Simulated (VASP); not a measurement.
A run of VASP 6.6.1:

Contents of INCAR:

```
PREC     = Accurate       # precision mode
ENCUT    = 520            # plane-wave cutoff, eV
EDIFF    = 1E-7           # SCF threshold, eV
ISMEAR   = 1              # smearing method
SIGMA    = 0.15           # smearing width, eV
LREAL    = False          # projectors in reciprocal space
LASPH    = True           # aspherical terms in the spheres
NELM     = 60             # most SCF steps
ALGO     = Normal         # electronic algorithm
ISIF     = 2              # what is computed and relaxed
LWAVE    = False          # write WAVECAR
LCHARG   = False          # write CHGCAR
GGA      = PS             # functional
NBANDS   = 18             # bands
```

KPOINTS

```
regular mesh
0
Gamma
  14 14 7
```

File POSCAR:

```
Ta
1.0
    2.9003720700      0.0000000000      0.0000000000
   -1.4501860400      2.5117959000      0.0000000000
    0.0000000000      0.0000000000      5.1662740000
Ta
2
Direct
    0.6666666667      0.3333333333      0.7500000000
    0.3333333333      0.6666666667      0.2500000000
```

Potentials or basis: VASP PAW PBE potentials, release 64 (Ta_pv).

The run is started by

```sh
$ cat potpaw_PBE.64/Ta_pv/POTCAR > POTCAR
$ mpirun -np 1 vasp_std > vasp.out
```

Hardware: 1 thread of Intel Xeon 8259CL (shared host).

Task: Estimate the wall time of this run.

Result: Wall time 75 s on 1 thread of Intel Xeon 8259CL, with other jobs on the host, peak memory 0.2 GiB. Counts: scf iterations 13, k points 96.
